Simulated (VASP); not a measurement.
The system is Ir.

```xyz
1
Lattice="0.0000 1.9156 1.9156 1.9156 0.0000 1.9156 1.9156 1.9156 0.0000" Properties=species:S:1:pos:R:3 pbc="T T T"
Ir    0.0000    0.0000    0.0000
```

| Quantity | Value |
| --- | --- |
| Program | VASP 6.6.1 |
| Task | relaxation of cell and atoms |
| Functional | r2SCAN |
| Dispersion | D4 |
| Potentials or basis | VASP PAW PBE potentials, release 64 (Ir) |
| Cutoff | 600 eV |
| k mesh | 13 × 13 × 13 |
| Occupations | fermi-dirac, width 0.15 eV |
| Spin | no spin polarisation |

At the start: pressure 4.7 GPa; volume 14.06 Å³/atom.

Problem. Where does the relaxation end?

Solution. Over 3 steps the energy falls by 2.4 meV/atom and the volume is 14.23 Å³/atom (+1.2 %); space group Fm-3m (No. 225, to 0.05 Å).

The path:
| step | energy change (eV) | largest force (eV/Å) | pressure (GPa) | volume (Å³) |
| --- | --- | --- | --- | --- |
| 1 | 0.0000 | 0.0000 | 4.70 | 14.06 |
| 2 | 0.0339 | 0.0000 | -16.04 | 14.91 |
| 3 | -0.0024 | 0.0000 | -0.08 | 14.23 |

Final structure:
```
Ir
1.0
     0.00000    1.92333    1.92333
     1.92333    0.00000    1.92333
     1.92333    1.92333    0.00000
Ir
1
Direct
  0.00000 0.00000 0.00000
```

Caveat: the PAW data sets were made with another functional, which shifts forces and pressure a little; pairwise dispersion overbinds metals, which lowers pressure and volume.
